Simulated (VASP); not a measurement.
Wanted: the native input for a VASP 6.6.1 run.

* Task: single point
* Functional: PBE
* Potentials or basis: VASP PAW PBE potentials, release 64 (K_sv, Cl)
* Cutoff: 520 eV
* k mesh: 5 × 5 × 5
* Occupations: fermi-dirac, width 0.01 eV
* Spin: no spin polarisation
* Dipole correction: no
* Further INCAR settings: ALGO = Normal; EDIFF = 1e-06; NBANDS = 15

The structure of KCl lies in POSCAR:

```
KCl
1.0
    0.0000000000      3.1464700000      3.1464700000
    3.1464700000      0.0000000000      3.1464700000
    3.1464700000      3.1464700000      0.0000000000
K Cl
1 1
Direct
   -0.0111760000      0.0118590000     -0.0019720000
    0.4830260000      0.5020970000      0.5056370000
```

The input as run:

INCAR

```
PREC     = Accurate       # precision mode
ENCUT    = 520            # plane-wave cutoff, eV
EDIFF    = 1E-6           # SCF threshold, eV
ISMEAR   = -1             # smearing method
SIGMA    = 0.01           # smearing width, eV
LREAL    = False          # projectors in reciprocal space
LASPH    = True           # aspherical terms in the spheres
NELM     = 60             # most SCF steps
ALGO     = Normal         # electronic algorithm
ISIF     = 2              # what is computed and relaxed
LWAVE    = False          # write WAVECAR
LCHARG   = False          # write CHGCAR
GGA      = PE             # functional
NBANDS   = 15             # bands
```

KPOINTS

```
Automatic mesh
0
Gamma
  5 5 5
```

Potentials or basis: VASP PAW PBE potentials, release 64 (K_sv, Cl).

The run is started by

```bash
$ cat potpaw_PBE.64/K_sv/POTCAR potpaw_PBE.64/Cl/POTCAR > POTCAR
$ mpirun -np 1 vasp_std > vasp.out
```

Results of the run:

```json
{
 "Pressure": "0.8 GPa",
 "Largest force": "0.068 eV/Å",
 "Band gap on the k mesh": "5.19 eV"
}
```

It took 78 s on 1 thread of AMD EPYC 9R14 (Zen 4) (shared host), peak memory 0.2 GiB.
